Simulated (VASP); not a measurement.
The system is MoS2.

```
Mo S
1.0
     3.18999    0.00000    0.00000
    -1.59499    2.76261    0.00000
     0.00000    0.00000   12.40562
Mo S
2 4
Cartesian
  1.5950 0.9209 9.3042
  0.0000 1.8417 3.1014
  1.5950 0.9209 4.6769
  0.0000 1.8417 10.8797
  1.5950 0.9209 1.5259
  0.0000 1.8417 7.7287
```

Base run:

```yaml
Program: VASP 6.6.1
Functional: PBE
Potentials_or_basis: VASP PAW PBE potentials, release 64 (Mo_sv, S)
Cutoff: 520 eV
k_mesh: 10 × 10 × 3
Occupations: fermi-dirac, width 0.05 eV
Spin: no spin polarisation
```

Its results: band gap on the k mesh 0.96 eV, indirect (least direct gap 1.82 eV); pressure -1.0 GPa; largest force 0.381 eV/Å.

**Question.** After a change of settings the same cell gave: band gap on the k mesh 0.92 eV, indirect (least direct gap 1.82 eV); pressure -5.7 GPa; largest force 0.614 eV/Å. Which change was it?
A. functional from PBE to PBEsol
B. further incar settings from ALGO = Normal; EDIFF = 1e-06; NBANDS = 35 to ALGO = Normal; EDIFF = 1e-07; NBANDS = 35; dispersion from none to D3(BJ)
C. functional from PBE to RPBE; dispersion from none to D3(BJ)
D. dispersion from none to D4

**Answer.** A.

PBEsol binds more tightly than PBE, so the same cell stands under less pressure.

Caveats: this functional lacks dispersion, which binds the layers, so the pressure and a relaxed spacing across them are unreliable; the PAW data sets were made with another functional, which shifts forces and pressure a little (some runs).
